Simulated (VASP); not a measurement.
The system is In.

```
CELL_PARAMETERS angstrom
3.33548 0.00000 0.00000
-1.66774 2.88861 0.00000
0.00000 0.00000 5.50914
ATOMIC_POSITIONS crystal
In 0.66667 0.33333 0.75000
In 0.33333 0.66667 0.25000
```

This isn't the form of In at room conditions, which is tetragonal.

```yaml
Program: VASP 6.6.1
Task: relaxation of cell and atoms
Functional: LDA
Potentials_or_basis: VASP PAW LDA potentials, release 64 (In_d)
Cutoff: 600 eV
k_mesh: 9 × 9 × 5
Occupations: fermi-dirac, width 0.05 eV
Spin: no spin polarisation
```

At the start: pressure -2.8 GPa; volume 26.54 Å³/atom.

Task: How do energy, volume and symmetry change on relaxing?

Result: Over 8 steps the energy falls by 18.2 meV/atom and the volume is 24.67 Å³/atom (-7.1 %); space group P6_3/mmc (No. 194, to 0.1 Å) before and after.

Step by step:
```tsv
step	energy change (eV)	largest force (eV/Å)	pressure (GPa)	volume (Å³)
1	0.0000	0.0000	-2.81	53.08
2	-0.0350	0.0000	-0.12	49.58
3	-0.0350	0.0000	-0.02	49.47
4	-0.0359	0.0000	0.02	49.41
5	-0.0364	0.0000	0.07	49.32
6	-0.0364	0.0000	0.05	49.34
7	-0.0364	0.0000	0.06	49.34
8	-0.0364	0.0000	0.06	49.33
```

Final structure:
```cif
data_structure
_symmetry_space_group_name_H-M 'P 1'
_symmetry_Int_Tables_number 1
_cell_length_a 3.2693
_cell_length_b 3.2693
_cell_length_c 5.3298
_cell_angle_alpha 90.000
_cell_angle_beta 90.000
_cell_angle_gamma 120.000
_cell_volume 49.33
loop_
_atom_site_label
_atom_site_type_symbol
_atom_site_fract_x
_atom_site_fract_y
_atom_site_fract_z
_atom_site_occupancy
In1 In 0.66667 0.33333 0.75000 1
In2 In 0.33333 0.66667 0.25000 1
```
